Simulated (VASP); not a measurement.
# TaO (P6/mmm) in VASP: a series of runs

Runs on TaO. Level: PBE. Tasks: relaxation of cell and atoms, single point.

Program: VASP 6.6.1. These are calculated values, not measurements. Logs are shortened: lines on timing, memory, paths and dates and some standing lists are left out, and cuts for length are marked.

### 1 The cell of the first run

The structure is hexagonal, space group P6/mmm (No. 191). The conventional cell has a = 2.493 Å, b = 2.493 Å, c = 4.478 Å, α = 90.00°, β = 90.00°, γ = 120.00°. Within 3.0 Å of Ta (site symmetry 6/mmm) lie 2 O at 2.24 Å and 6 Ta at 2.49 Å. Within 3.0 Å of O (site symmetry 6/mmm) lie 2 Ta at 2.24 Å and 6 O at 2.49 Å.

### 2 Relaxation of cell and atoms, PBE

The input, INCAR:

```
SYSTEM = TaO
ALGO = Normal ; EDIFF = 1E-6
EDIFFG = -0.04 ; ENCUT = 600
GGA = PE ; IBRION = 2
ISIF = 3 ; ISMEAR = 0
LASPH = .TRUE. ; LCHARG = .FALSE.
LREAL = .FALSE. ; LWAVE = .FALSE.
NELM = 100 ; NSW = 90
PREC = Accurate ; SIGMA = 0.1
```

The input, KPOINTS:

```
k-points
0
G
  9 9 4
  0 0 0
```

The input, POSCAR:

```
TaO
1.0
    2.4933259100      0.0000000000      0.0000000000
   -1.2466629600      2.1592835800      0.0000000000
    0.0000000000      0.0000000000      4.4783454400
Ta O
1 1
Direct
    0.0000000000      0.0000000000      0.5000000000
    0.0000000000      0.0000000000      0.0000000000
```

Potentials or basis: VASP PAW PBE potentials, release 64 (Ta_pv, O).

Started as:

```
$ cat potpaw_PBE.64/Ta_pv/POTCAR potpaw_PBE.64/O/POTCAR > POTCAR
$ mpirun -np 1 vasp_std > vasp.out
```

OUTCAR:

```text
SYSTEM = TaO
   EDIFF = 1E-6
   EDIFFG = -0.04
   ENCUT = 600
   GGA = PE
   IBRION = 2
   ISIF = 3
   ISMEAR = 0
   LASPH = .TRUE.
   LREAL = .FALSE.
   NELM = 100
   NSW = 90
   PREC = Accurate

 ion  position               nearest neighbor table
   1  0.000  0.000  0.500-   2 2.24   2 2.24
   2  0.000  0.000  0.000-   1 2.24   1 2.24

  LATTYP: Found a hexagonal cell.
 ALAT       =     2.4933259100
 C/A-ratio  =     1.7961331978

  Lattice vectors:

 A1 = (   2.4933259100,   0.0000000000,   0.0000000000)
 A2 = (  -1.2466629600,   2.1592835800,   0.0000000000)
 A3 = (   0.0000000000,   0.0000000000,   4.4783454400)

Analysis of symmetry for initial positions (statically):
=====================================================================
 Subroutine PRICEL returns:
 Original cell was already a primitive cell.

 Routine SETGRP: Setting up the symmetry group for a
 hexagonal supercell.

 Subroutine GETGRP returns: Found 24 space group operations
 (whereof 24 operations were pure point group operations)
 out of a pool of 24 trial point group operations.

The static configuration has the point symmetry D_6h.

Analysis of symmetry for dynamics (positions and initial velocities):
=====================================================================
 Subroutine PRICEL returns:
 Original cell was already a primitive cell.

 Routine SETGRP: Setting up the symmetry group for a
 hexagonal supercell.

 Subroutine GETGRP returns: Found 24 space group operations
 (whereof 24 operations were pure point group operations)
 out of a pool of 24 trial point group operations.

The dynamic configuration has the point symmetry D_6h.

 Subroutine INISYM returns: Found 24 space group operations
 (whereof 24 operations are pure point group operations),
 and found     1 'primitive' translations

----------------------------------------------------------------------------------------

                                     Primitive cell

  volume of cell :      24.1105

  direct lattice vectors                    reciprocal lattice vectors
     2.493325910  0.000000000  0.000000000     0.401070713  0.231558285  0.000000000
    -1.246662960  2.159283580  0.000000000     0.000000000  0.463116568  0.000000000
     0.000000000  0.000000000  4.478345440     0.000000000  0.000000000  0.223296754

  length of vectors
     2.493325910  2.493325914  4.478345440     0.463116568  0.463116568  0.223296754

  position of ions in fractional coordinates (direct lattice)
     0.000000000  0.000000000  0.500000000
     0.000000000  0.000000000  0.000000000

  ion indices of the primitive-cell ions
   primitive index   ion index
                 1           1
                 2           2

----------------------------------------------------------------------------------------

 KPOINTS: k-points

Automatic generation of k-mesh.
 Grid dimensions read from file:
 generate k-points for:    9    9    4

 Generating k-lattice:

  Cartesian coordinates                     Fractional coordinates (reciprocal lattice)
     0.044563413  0.025728698  0.000000000     0.111111111  0.000000000  0.000000000
     0.000000000  0.051457396  0.000000000     0.000000000  0.111111111  0.000000000
     0.000000000  0.000000000  0.055824188     0.000000000  0.000000000  0.250000000

  Length of vectors
     0.051457396  0.051457396  0.055824188

  Shift w.r.t. Gamma in fractional coordinates (k-lattice)
     0.000000000  0.000000000  0.000000000

 Subroutine IBZKPT returns following result:
 ===========================================

 Found     36 irreducible k-points:

 Following reciprocal coordinates:
            Coordinates               Weight
  0.000000  0.000000  0.000000      1.000000
  0.111111  0.000000  0.000000      6.000000
  0.222222 -0.000000  0.000000      6.000000
  0.333333  0.000000  0.000000      6.000000
  0.444444 -0.000000  0.000000      6.000000
  0.111111  0.111111  0.000000      6.000000
[... 16 lines left out ...]
  0.333333  0.222222  0.250000     24.000000
  0.333333  0.333333  0.250000      4.000000
 [... further k-points ...]
   k-points           NKPTS =     36   k-points in BZ     NKDIM =     36   number of bands    NBANDS=     12
   number of dos      NEDOS =    301   number of ions     NIONS =      2
   total plane-waves  NPLWV =  14400
   dimension x,y,z NGX =    20 NGY =   20 NGZ =   36
   dimension x,y,z NGXF=    40 NGYF=   40 NGZF=   72
   ions per type =               1   1
   NGX,Y,Z   is equivalent  to a cutoff of  13.34, 13.34, 13.36 a.u.
   NGXF,Y,Z  is equivalent  to a cutoff of  26.67, 26.67, 26.73 a.u.
 SYSTEM =  TaO
   PREC   = accura    normal or accurate (medium, high low for compatibility)
   ISTART =      0    job   : 0-new  1-cont  2-samecut
   ICHARG =      2    charge: 1-file 2-atom 10-const
   ISPIN  =      1    spin polarized calculation?
   LNONCOLLINEAR =      F non collinear calculations
   LSORBIT =      F    spin-orbit coupling
   LASPH  =      T    aspherical Exc in radial PAW
   ENCUT  =  600.0 eV  44.10 Ry    6.64 a.u.   4.98  4.98  8.94*2*pi/ulx,y,z
   NELM   =    100;   NELMIN=  2; NELMDL= -5     # of ELM steps
   EDIFF  = 0.1E-05   stopping-criterion for ELM
   LREAL  =      F    real-space projection
   EDIFFG = -.4E-01   stopping-criterion for IOM
   NSW    =     90    number of steps for IOM
   IBRION =      2    ionic relax: 0-MD 1-quasi-New 2-CG
   NFREE  =      1    steps in history (QN), initial steepest desc. (CG)
   ISIF   =      3    stress and relaxation
   ISYM   =      2    0-nonsym 1-usesym 2-fastsym
   POTIM  = 0.5000    time-step for ionic-motion
   TEBEG  =    0.0;   TEEND  =   0.0 temperature during run
   PSTRESS=    0.0 pullay stress
   NELECT =      17.0000    total number of electrons
   NUPDOWN=      -1.0000    fix difference up-down
   EMIN   =  10.00;   EMAX   =-10.00  energy-range for DOS
   EFERMI =   0.00;   METHOD = LEGACY
   ISMEAR =     0;   SIGMA  =   0.10  broadening in eV -4-tet -1-fermi 0-gaus
   EFERMI_NEDOS =   21; number of points for ismear=-14 and -15
   IALGO  =     38    algorithm
   IMIX   =      4    mixing-type and parameters
     AMIX     =   0.40;   BMIX     =  1.00
     AMIX_MAG =   1.60;   BMIX_MAG =  1.00
  volume/ion in A,a.u.               =      12.06        81.35
  Fermi-wavevector in a.u.,A,eV,Ry     =   1.457099  2.753518 28.887035  2.123137
  Thomas-Fermi vector in A             =   2.573940
   LORBIT       =      0    0 simple, 1 ext, 2 COOP (PROOUT), +10 PAW based schemes
   GGA     = PE    functional components
   LHFCALC =     F    Hartree Fock is set to
   AEXX    =    0.0000 exact exchange contribution
   IVDW    =     0    specifies the selected vdW correction
   LEPSILON=     F    determine dielectric tensor
   LRPA    =     F    only Hartree local field effects (RPA)
 conjugate gradient relaxation of ions
 non-spin polarized calculation
 Gauss-broadening in eV      SIGMA  =   0.10
  energy-cutoff  :      600.00
  volume of cell :       24.11
 maximum number of plane-waves:       825
 NGX is ok and might be reduce to    20
   NGX =  9   NGY =  9   NGZ = 17

--------------------------------------- Ionic step        1  -------------------------------------------

 number of electron      16.9999997 magnetization

 Free energy of the ion-electron system (eV)
  ---------------------------------------------------
  ext. energy  EPLUGINS =         0.00000000
  ---------------------------------------------------
  free energy    TOTEN  =       -15.09222637 eV

  energy without entropy =      -15.07973593  energy(sigma->0) =      -15.08598115

------------------------ aborting loop because EDIFF is reached ----------------------------------------

  FORCE on cell =-STRESS in cart. coord.  units (eV):
  Direction    XX          YY          ZZ          XY          YZ          ZX
  --------------------------------------------------------------------------------------
  -------------------------------------------------------------------------------------
  Total       14.1206694     14.1206695    -11.7942952     -0.0000000      0.0000000      0.0000000
  in kB      938.3385221    938.3385238   -783.7476539     -0.0000022      0.0000000      0.0000000
  external PRESSURE =     364.3097973 kB  Pullay stress =       0.0000000 kB
[... 89 lines left out ...]
  FREE ENERGIE OF THE ION-ELECTRON SYSTEM (eV)
  ---------------------------------------------------
  free  energy   TOTEN  =       -19.4318507525 eV

  energy  without entropy=      -19.4282937134  energy(sigma->0) =      -19.43007223

 E-fermi :   2.7878     XC(G=0): -10.6245

 val. band max:        2.6638804332   @ k =   0.3333   0.2222   0.0000
 cond. band min:       2.8641379836   @ k =   0.2222   0.2222   0.0000
 fundamental gap:      0.2002575504
 Fermi energy:         2.7878015088

 k-point     1 :       0.0000    0.0000    0.0000
  band No.  band energies     occupation
      1     -32.2781      2.00000
      2     -31.8563      2.00000
      3     -31.8563      2.00000
      4     -15.5387      2.00000
      5      -2.3208      2.00000
      6      -0.6269      2.00000
      7       1.2577      2.00000
      8       1.2577      2.00000
      9       3.2981      0.00000
     10       3.2981      0.00000
     11       5.7865      0.00000
     12       5.7865      0.00000
[... 331 lines left out ...]
 k-point    24 :       0.3333    0.3333    0.2500
  band No.  band energies     occupation
      1     -32.2357      2.00000
      2     -32.2042      2.00000
      3     -32.2042      2.00000
      4     -14.6486      2.00000
      5      -1.8437      2.00000
      6      -1.0790      2.00000
      7      -1.0790      2.00000
      8       2.4562      2.00000
      9       2.4562      2.00000
     10       4.6943      0.00000
     11       4.6943      0.00000
     12       7.8611      0.00000

 [... further k-points ...]

[... ionic steps 4 to 7 ...]

--------------------------------------- Ionic step        8  -------------------------------------------

 number of electron      17.0000013 magnetization

------------------------ aborting loop because EDIFF is reached ----------------------------------------

  FORCE on cell =-STRESS in cart. coord.  units (eV):
  Direction    XX          YY          ZZ          XY          YZ          ZX
  --------------------------------------------------------------------------------------
  -------------------------------------------------------------------------------------
  Total        0.8361498      0.8361498     -1.1220896     -0.0000000      0.0000000      0.0000000
  in kB       44.6037706     44.6037707    -59.8570149     -0.0000001      0.0000000      0.0000000
  external PRESSURE =       9.7835088 kB  Pullay stress =       0.0000000 kB
[... 57 lines left out ...]
  energy  without entropy=      -19.5259816888  energy(sigma->0) =      -19.52697399

--------------------------------------- Ionic step       10  -------------------------------------------

 number of electron      17.0000000 magnetization

 Free energy of the ion-electron system (eV)
  ---------------------------------------------------
  ext. energy  EPLUGINS =         0.00000000
  ---------------------------------------------------
  free energy    TOTEN  =       -19.53629227 eV

  energy without entropy =      -19.53441111  energy(sigma->0) =      -19.53535169

 E-fermi :   3.7697     XC(G=0): -11.1416

 val. band max:        3.6428658629   @ k =   0.2222  -0.0000   0.0000
 cond. band min:       3.8226891902   @ k =   0.2222   0.2222   0.0000
 fundamental gap:      0.1798233273
 Fermi energy:         3.7696653436

 k-point     1 :       0.0000    0.0000    0.0000
  band No.  band energies     occupation
      1     -31.1122      2.00000
      2     -30.4829      2.00000
      3     -30.4829      2.00000
      4     -15.6038      2.00000
      5      -1.6021      2.00000
      6       0.3737      2.00000
      7       1.6016      2.00000
      8       1.6017      2.00000
      9       4.3697      0.00000
     10       4.3697      0.00000
     11       7.0804      0.00000
     12       7.0804      0.00000
[... 331 lines left out ...]
 k-point    24 :       0.3333    0.3333    0.2500
  band No.  band energies     occupation
      1     -31.0874      2.00000
      2     -30.9360      2.00000
      3     -30.9360      2.00000
      4     -14.3596      2.00000
      5      -1.4005      2.00000
      6      -1.0406      2.00000
      7      -1.0406      2.00000
      8       3.4865      1.99994
      9       3.4865      1.99994
     10       6.0840      0.00000
     11       6.0840      0.00000
     12       9.6007      0.00000

 [... further k-points ...]
[... 5 lines left out ...]
  --------------------------------------------------------------------------------------
  -------------------------------------------------------------------------------------
  Total       -0.0068779     -0.0068779     -0.0229469      0.0000000     -0.0000000      0.0000000
  in kB       -0.3590241     -0.3590241     -1.1978226      0.0000000     -0.0000000      0.0000000
  external PRESSURE =      -0.6386236 kB  Pullay stress =       0.0000000 kB
[... 17 lines left out ...]
  FREE ENERGIE OF THE ION-ELECTRON SYSTEM (eV)
  ---------------------------------------------------
  free  energy   TOTEN  =       -19.5362922723 eV

  energy  without entropy=      -19.5344111068  energy(sigma->0) =      -19.53535169

 reached required accuracy - stopping structural energy minimisation
```

Wall time 53 s (1 thread of AMD EPYC 7R13 (Zen 3), shared host); peak memory 0.12 GiB.

What came out:

```
Free energy                            : -19.5363 eV
Relaxed volume                         : 15.35 Å³/atom
Relaxed cell                           : a = 3.030 Å, b = 3.030 Å, c = 3.859 Å, α = 90.00°, β = 90.00°, γ = 120.00°
Space group after relaxing (to 0.05 Å) : P6/mmm (No. 191)
Energy gained by relaxing              : 2222.0 meV/atom
Ionic steps                            : 10
Pressure after relaxing                : -0.1 GPa
```

Stress tensor (GPa, compression positive):
```
-0.04  0.00  0.00
 0.00 -0.04  0.00
 0.00  0.00 -0.12
```

The path:
| step | energy change (eV) | largest force (eV/Å) | pressure (GPa) | volume (Å³) |
| --- | --- | --- | --- | --- |
| 1 | 0.0000 | 0.0000 | 36.43 | 24.11 |
| 2 | 2.1680 | 0.0000 | 123.30 | 31.00 |
| 3 | -4.3396 | 0.0000 | 11.25 | 28.28 |
| 4 | -4.3635 | 0.0000 | 13.65 | 28.50 |
| 5 | -4.3617 | 0.0000 | 14.62 | 28.58 |
| 6 | -4.0139 | 0.0000 | -22.99 | 34.28 |
| 7 | -4.4303 | 0.0000 | 0.27 | 30.12 |
| 8 | -4.4306 | 0.0000 | 0.98 | 30.03 |
| 9 | -4.4357 | 0.0000 | -0.67 | 31.22 |
| 10 | -4.4441 | 0.0000 | -0.06 | 30.69 |

Final structure:
```
Ta O
1.0
     3.03049    0.00000    0.00000
    -1.51524    2.62448    0.00000
     0.00000    0.00000    3.85911
Ta O
1 1
Direct
  0.00000 0.00000 0.50000
  0.00000 0.00000 0.00000
```

Caveat: the volume moved by over 15 % at a fixed basis, so the end points are rough; spin-orbit coupling is left out, which moves the levels of the heavy elements; an odd number of electrons without spin polarisation forces a metal; a magnetic or distorted state may lie lower.

### 3 Single point, PBE

The input, INCAR:

```
PREC = Accurate ; ENCUT = 520
EDIFF = 1E-7 ; ISMEAR = 0
SIGMA = 0.1 ; LREAL = F
LASPH = T ; NELM = 60
ALGO = Normal ; ISIF = 2
LWAVE = F ; LCHARG = F
GGA = PE ; NBANDS = 16
```

The input, KPOINTS:

```
regular mesh
0
Gamma
  9 9 4
```

POSCAR is that of step 2.

Potentials or basis: VASP PAW PBE potentials, release 64 (Ta_pv, O).

Started as:

```
$ cat potpaw_PBE.64/Ta_pv/POTCAR potpaw_PBE.64/O/POTCAR > POTCAR
$ mpirun -np 1 vasp_std > vasp.out
```

It took 19 s on 1 thread of AMD EPYC 7R43 (Zen 3), shared host; peak memory 0.11 GiB.

The run converged. Its results:

```yaml
Free_energy: -15.0907 eV
Pressure: 36.5 GPa
```

Stress tensor (GPa, compression positive):
```
 94.02   0.00   0.00
  0.00  94.02   0.00
  0.00   0.00 -78.39
```

Levels at points of the mesh, in eV from the Fermi level:
| k point | band 7 | band 8 | band 9 | band 10 | band 11 | band 12 |
| --- | --- | --- | --- | --- | --- | --- |
| (0.00, 0.00, 0.00) | 0.71 | 0.71 | 0.80 | 0.80 | 2.40 | 6.89 |
| (0.00, 0.00, 0.50) | 0.54 | 0.54 | 0.80 | 0.80 | 5.60 | 7.32 |

Caveat: spin-orbit coupling is left out, which moves the levels of the heavy elements; an odd number of electrons without spin polarisation forces a metal; a magnetic or distorted state may lie lower.
